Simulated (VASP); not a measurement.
Runs of VASP 6.6.1 on Hf. The structure is that of space group Im-3m (No. 229), or close to it. The cells are those of the table. 

```tsv
task	cell	gap on the mesh (eV)	pressure (GPa)
single point	a = 2.908 Å, angles 70.5, 109.5, 70.5°, 1 atom	none	13.9
single point	a = 2.759 Å, angles 70.5, 109.5, 70.5°, 1 atom	none	(a)
single point	a = 2.825 Å, angles 70.5, 109.5, 70.5°, 1 atom	none	29.0
single point	a = 3.030 Å, angles 70.5, 109.5, 70.5°, 1 atom	none	-0.8
relaxation of cell and atoms	relaxed from a = 3.074 Å, angles 70.5, 109.5, 70.5°, 1 atom	none	-0.1
relaxation of cell and atoms	relaxed to 45 GPa from a = 3.074 Å, angles 70.5, 109.5, 70.5°, 1 atom	none	44.9
relaxation of cell and atoms	relaxed to 15 GPa from a = 3.074 Å, angles 70.5, 109.5, 70.5°, 1 atom	none	15.0
relaxation of cell and atoms	relaxed to 30 GPa from a = 3.074 Å, angles 70.5, 109.5, 70.5°, 1 atom	none	30.0
```

Alike in all rows: level PBEsol; potentials or basis VASP PAW PBE potentials, release 64 (Hf_pv); no spin polarisation; k mesh 10 × 10 × 10; cutoff (eV) 500; smearing methfessel-paxton 0.1 eV.

Question: Estimate the missing entries.

Answer: (a) 43.9.

Caveats: the PAW data sets were made with another functional, which shifts forces and pressure a little; spin-orbit coupling is left out, which moves the levels of the heavy elements; the cell is relaxed towards a set pressure, so the enthalpy falls and the energy may rise (some runs).

A k mesh can miss the band edges, and the runs leave out spin-orbit coupling on Hf.

A gap of «none» marks levels without a gap at the run's occupations.
